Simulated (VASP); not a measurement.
Runs of VASP 6.6.1 on W. The structure is that of space group P6/mmm (No. 191), or close to it. The cells are those of the table. This isn't the form of W at room conditions, which is bcc.

```csv
task,cell,k mesh,cutoff (eV),gap on the mesh (eV),pressure (GPa)
single point,"a = 4.748, b = 4.748, c = 2.636 Å, angles 90.0, 90.0, 120.0°, 3 atoms",9 × 9 × 13,520,none,1.6
relaxation of cell and atoms,"relaxed from a = 4.474, b = 4.474, c = 2.743 Å, angles 90.0, 90.0, 120.0°, 3 atoms",8 × 8 × 11,600,none,0.0
single point,"a = 4.748, b = 4.748, c = 2.636 Å, angles 90.0, 90.0, 120.0°, 3 atoms",10 × 10 × 16,520,none,1.4
single point,"a = 4.748, b = 4.748, c = 2.636 Å, angles 90.0, 90.0, 120.0°, 3 atoms",8 × 8 × 11,520,none,(a)
single point,"a = 4.684, b = 4.684, c = 2.600 Å, angles 90.0, 90.0, 120.0°, 3 atoms",9 × 9 × 13,520,none,13.0
```

Alike in all rows: level BLYP; potentials or basis VASP PAW PBE potentials, release 64 (W_sv); no spin polarisation; smearing fermi-dirac 0.1 eV.

Estimate the missing entries.

(a) 1.5.

Caveats: the PAW data sets were made with another functional, which shifts forces and pressure a little; spin-orbit coupling is left out, which moves the levels of the heavy elements; the cell stands under pressure (at least some runs).

A k mesh can miss the band edges, and the runs leave out spin-orbit coupling on W.

A gap of «none» marks levels without a gap at the run's occupations.
